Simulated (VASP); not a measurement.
SnO2:

```
Sn O
1.0
     0.00507    2.53853    2.53853
     2.53853    0.00507    2.53853
     2.53853    2.53853    0.00507
Sn O
1 2
Direct
  0.00000 0.00000 0.00000
  0.25000 0.25000 0.25000
  0.75000 0.75000 0.75000
```

This cell differs from its parent crystal: strain along [111] +0.3%.

Base run:

| Property | Result |
| --- | --- |
| Program | VASP 6.6.1 |
| Functional | PBE |
| Potentials or basis | VASP PAW PBE potentials, release 64 (Sn_d, O) |
| Cutoff | 520 eV |
| k mesh | 8 × 8 × 8 |
| Occupations | fermi-dirac, width 0.02 eV |
| Spin | no spin polarisation |

Its results: band gap on the k mesh 0.25 eV (least direct gap 1.63 eV); pressure 9.3 GPa; largest force 0.013 eV/Å.

The run is repeated on the same cell with these changes: functional from PBE to r2SCAN; occupations from fermi-dirac, width 0.02 eV to gaussian, width 0.01 eV. What comes out?

Band gap on the k mesh 0.83 eV (least direct gap 2.24 eV); pressure 0.7 GPa; largest force 0.009 eV/Å.

Caveats: spin-orbit coupling is left out, which moves the levels of the heavy elements; the cell stands under pressure (at least some runs); the PAW data sets were made with another functional, which shifts forces and pressure a little (at least some runs).

A k mesh can miss the band edges.
